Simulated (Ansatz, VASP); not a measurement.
Ag in VASP and in Ansatz

```
CELL_PARAMETERS angstrom
0.00000 2.04104 2.04104
2.04104 0.00000 2.04104
2.04104 2.04104 0.00000
ATOMIC_POSITIONS crystal
Ag 0.00000 0.00000 0.00000
```

Alike in both runs: functional PBE; dispersion D3(BJ); k mesh 8 × 8 × 8; occupations gaussian, width 0.1 eV; no spin polarisation.

Ansatz relaxed the structure, and its values are those at the end. VASP's run is a single point on that final structure, the one shown.

```csv
,VASP,Ansatz
version,VASP 6.6.1,Ansatz 0.2.0
potentials or method,"VASP PAW PBE potentials, release 64 (Ag), cutoff 500 eV","scalar-relativistic, plane waves, PAW"
valence electrons in the cell,11,19
```

VASP gave:

```
gap on the k mesh at the Fermi level (eV) : none
pressure (GPa)                            : -0.3
```

Q: Which values does Ansatz return?

A: gap on the k mesh at the Fermi level (eV): none; pressure (GPa): -0.2.

A gap of «none» marks a metal or a gap that the smearing closes. VASP's potentials hold 11 valence electrons a cell and Ansatz's 19, so a difference there can come from the potentials and not from the codes.
